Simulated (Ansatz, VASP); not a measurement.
# Two plane-wave programs on LiCl

```
Li Cl
1.0
     0.00000    2.73304    2.73304
     2.73304    0.00000    2.73304
     2.73304    2.73304    0.00000
Li Cl
1 1
Direct
  0.00000 0.00000 0.00000
  0.25000 0.25000 0.25000
```

Alike in both runs: task single point; functional PBE; k mesh 8 × 8 × 8; occupations fermi-dirac, width 0.02 eV; no spin polarisation.

|  | VASP | Ansatz |
| --- | --- | --- |
| version | VASP 6.6.1 | Ansatz 0.2.0 |
| potentials or method | VASP PAW PBE potentials, release 64 (Li_sv, Cl) | plane waves, PAW |
| plane-wave cutoff (eV) | 520 | 420 |
| valence electrons in the cell | 10 | 10 |

|  | VASP | Ansatz | Ansatz less VASP |
| --- | --- | --- | --- |
| gap on the k mesh at the Fermi level (eV) | 6.06 | 6.05 | -0.006 |

Noted on VASP's run: the cutoff is short for stress, so the pressure is rough.
